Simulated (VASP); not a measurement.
A run of VASP 6.6.1 is set up as follows.

File INCAR:

```
SYSTEM = CaS
PREC     = Accurate       ! precision mode
ENCUT    = 500            ! plane-wave cutoff, eV
EDIFF    = 1E-7           ! SCF threshold, eV
ISMEAR   = 0              ! smearing method
SIGMA    = 0.02           ! smearing width, eV
LREAL    = .FALSE.        ! projectors in reciprocal space
LASPH    = .TRUE.         ! aspherical terms in the spheres
NELM     = 120            ! most SCF steps
ALGO     = Normal         ! electronic algorithm
ISIF     = 3              ! what is computed and relaxed
LWAVE    = .FALSE.        ! write WAVECAR
LCHARG   = .FALSE.        ! write CHGCAR
GGA      = CA             ! functional
IBRION   = 2              ! ionic algorithm
NSW      = 100            ! ionic steps
EDIFFG   = -0.002         ! ionic threshold
GGA_COMPAT= .FALSE.      
NELMIN   = 4
```

The input KPOINTS:

```
Automatic mesh
0
G
  8 8 8
  0 0 0
```

Contents of POSCAR:

```
CaS
1.0
    0.0000000000      2.8250000000      2.8250000000
    2.8250000000      0.0000000000      2.8250000000
    2.8250000000      2.8250000000      0.0000000000
Ca S
1 1
Direct
    0.0000000000      0.0000000000      0.0000000000
    0.5000000000      0.5000000000      0.5000000000
```

Potentials or basis: VASP PAW LDA potentials, release 64 (Ca_sv, S).

Launch:

```bash
$ cat potpaw_LDA.64/Ca_sv/POTCAR potpaw_LDA.64/S/POTCAR > POTCAR
$ mpirun -np 1 vasp_std > vasp.out
```

(1) Estimate the band gap on the k mesh.

(2) Estimate the space group after relaxing (to 0.05 Å).

(3) Predict the relaxed volume.

(4) Estimate the relaxed cell.

## Answers

(1) 1.97 eV, indirect (least direct gap 2.84 eV).

(2) Fm-3m (No. 225).

(3) 21.61 Å³/atom.

(4) a = 3.939 Å, b = 3.939 Å, c = 3.939 Å, α = 60.00°, β = 60.00°, γ = 60.00°.
